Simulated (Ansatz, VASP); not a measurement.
## One calculation of Hf, two programs

INCAR

```
SYSTEM = Hf
PREC = Accurate
ENCUT = 520
EDIFF = 1E-6
ISMEAR = 1
SIGMA = 0.2
LREAL = .False.
LASPH = .True.
NELM = 100
ALGO = Normal
ISIF = 2
LWAVE = .False.
LCHARG = .False.
GGA = PE
NBANDS = 11
```

The input KPOINTS:

```
regular mesh
0
Gamma
  13 13 13
  0 0 0
```

File POSCAR:

```
Hf
1.0
    0.0000000000      2.2200000000      2.2200000000
    2.2200000000      0.0000000000      2.2200000000
    2.2200000000      2.2200000000      0.0000000000
Hf
1
Direct
    0.0000000000      0.0000000000      0.0000000000
```

Input for Ansatz:

```yaml
crystal:
  lattice:
    - [0.0, 2.22, 2.22]
    - [2.22, 0.0, 2.22]
    - [2.22, 2.22, 0.0]
  atoms:
    - { symbol: Hf, position: [0.0, 0.0, 0.0] }
kpoints:
  mp_grid: { grid: [13, 13, 13] }
scf:
  occupations: { method: methfessel_paxton, width: 0.2 }
hamiltonian:
  xc: pbe
  pseudopotentials: { kind: all_electron, lapw: { basis_error: 0.001 } }
output:
  forces: true
  stress: true
  eigenvalues: true
```

Alike in both runs: task single point; functional PBE; k mesh 13 × 13 × 13; occupations methfessel-paxton of order 1, width 0.2 eV; no spin polarisation.

```csv
,VASP,Ansatz
version,VASP 6.6.1,Ansatz 0.2.0
potentials or method,"VASP PAW PBE potentials, release 64 (Hf_pv), cutoff 520 eV","all-electron LAPW, scalar-relativistic"
```

Ansatz gave:

```
pressure (GPa) : 3.3
```

**Question.** Estimate VASP's values.

**Answer.** Pressure (GPa): 2.8.

Ansatz ran all-electron here, and VASP with PAW potentials.

Neither program's run includes spin-orbit coupling.
